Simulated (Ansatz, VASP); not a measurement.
Two plane-wave programs on SnTe

Contents of INCAR:

```
SYSTEM = SnTe
PREC = Accurate ; ENCUT = 600
EDIFF = 1E-6 ; ISMEAR = -1
SIGMA = 0.05 ; LREAL = .False.
LASPH = .True. ; NELM = 100
ALGO = Normal ; ISIF = 3
LWAVE = .False. ; LCHARG = .False.
GGA = B5 ; ALDAX = 1.0
AGGAX = 1.0 ; AGGAC = 1.0
ALDAC = 0.0 ; IBRION = 2
NSW = 60 ; EDIFFG = -0.01
```

KPOINTS

```
regular mesh
0
Gamma
  7 7 7
  0 0 0
```

Contents of POSCAR:

```
SnTe
1.0
    0.0000000000      3.6111460000      3.6111460000
    3.6111460000      0.0000000000      3.6111460000
    3.6111460000      3.6111460000      0.0000000000
Te Sn
1 1
Direct
    0.2500000000      0.2500000000      0.2500000000
    0.0000000000      0.0000000000      0.0000000000
```

File input.yaml:

```yaml
crystal:
  lattice:
    - [0.0, 3.611146, 3.611146]
    - [3.611146, 0.0, 3.611146]
    - [3.611146, 3.611146, 0.0]
  atoms:
    - { symbol: Te, position: [0.25, 0.25, 0.25] }
    - { symbol: Sn, position: [0.0, 0.0, 0.0] }
hamiltonian:
  xc: blyp
  pseudopotentials: { kind: paw }
kpoints:
  mp_grid: { grid: [7, 7, 7] }
scf:
  occupations: { method: fermi_dirac, width: 0.05 }
output:
  forces: true
  stress: true
  eigenvalues: true
relax:
  f_tol: 0.01
  max_steps: 40
  cell: { stress_tol: 0.05 }
```

Alike in both runs: task relaxation of cell and atoms; functional BLYP; k mesh 7 × 7 × 7; occupations fermi-dirac, width 0.05 eV; no spin polarisation.

|  | VASP | Ansatz |
| --- | --- | --- |
| version | VASP 6.6.1 | Ansatz 0.2.0 |
| potentials or method | VASP PAW PBE potentials, release 64 (Te, Sn_d) | Ansatz PAW |
| plane-wave cutoff (eV) | 600 | 420 |
| valence electrons in the cell | 20 | 30 |

VASP gave:

```
gap on the k mesh at the Fermi level, each at its own relaxed structure (eV) : 0.50
relaxed volume (Å³/atom)                                                     : 50.31
relaxed cell length with the largest relative difference (Å)                 : 5.221
```

**Question.** Which values does Ansatz return?

**Answer.** gap on the k mesh at the Fermi level, each at its own relaxed structure (eV): 0.50; relaxed volume (Å³/atom): 50.15; relaxed cell length with the largest relative difference (Å): 5.215.

VASP's potentials were made for PBE, not for BLYP. VASP's potentials hold 20 valence electrons a cell and Ansatz's 30, so a difference there can come from the potentials and not from the codes.

Neither program's run includes spin-orbit coupling. Noted on Ansatz's run: odd divisions of the mesh miss points on the zone boundary, where band edges often lie, so the gap on the mesh can be too wide; the plane-wave basis is chosen anew once the cell has moved, so the energies of steps on either side of that aren't comparable.
